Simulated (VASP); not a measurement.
A run of VASP 6.6.1 is set up as follows.

File INCAR:

```
SYSTEM = RbZnBr3
ALGO = Normal
EDIFF = 1E-6
ENCUT = 520
GGA = PE
ISIF = 2
ISMEAR = -1
LASPH = .True.
LCHARG = .False.
LREAL = .False.
LWAVE = .False.
NBANDS = 29
NELM = 60
PREC = Accurate
SIGMA = 0.02
```

KPOINTS

```
k-points
0
Gamma
  6 6 6
  0 0 0
```

The input POSCAR:

```
RbZnBr3
1.0
    5.1436501274      0.0000000000      0.0000000000
    0.0000000000      5.2486225789      0.0000000000
    0.0000000000      0.0000000000      5.2486225789
Rb Zn Br
1 1 3
Direct
    0.0000000000      0.0000000000      0.0000000000
    0.5000000000      0.5000000000      0.5000000000
    0.5000000000      0.5000000000      0.0000000000
    0.5000000000      0.0000000000      0.5000000000
    0.0000000000      0.5000000000      0.5000000000
```

Potentials or basis: VASP PAW PBE potentials, release 64 (Rb_sv, Zn, Br).

Command:

```bash
$ cat potpaw_PBE.64/Rb_sv/POTCAR potpaw_PBE.64/Zn/POTCAR potpaw_PBE.64/Br/POTCAR > POTCAR
$ mpirun -np 1 vasp_std > vasp.out
```

Task: Estimate the band gap on the k mesh.

Result: 0.22 eV, indirect (least direct gap 0.71 eV).

Task: Estimate the pressure.

Result: 2.1 GPa.

Stress tensor (GPa, compression positive):
```
2.55 0.00 0.00
0.00 1.86 0.00
0.00 0.00 1.86
```

Caveat: the cell differs from its parent crystal (uniaxial x strain -2.0%). A k mesh can miss the band edges.
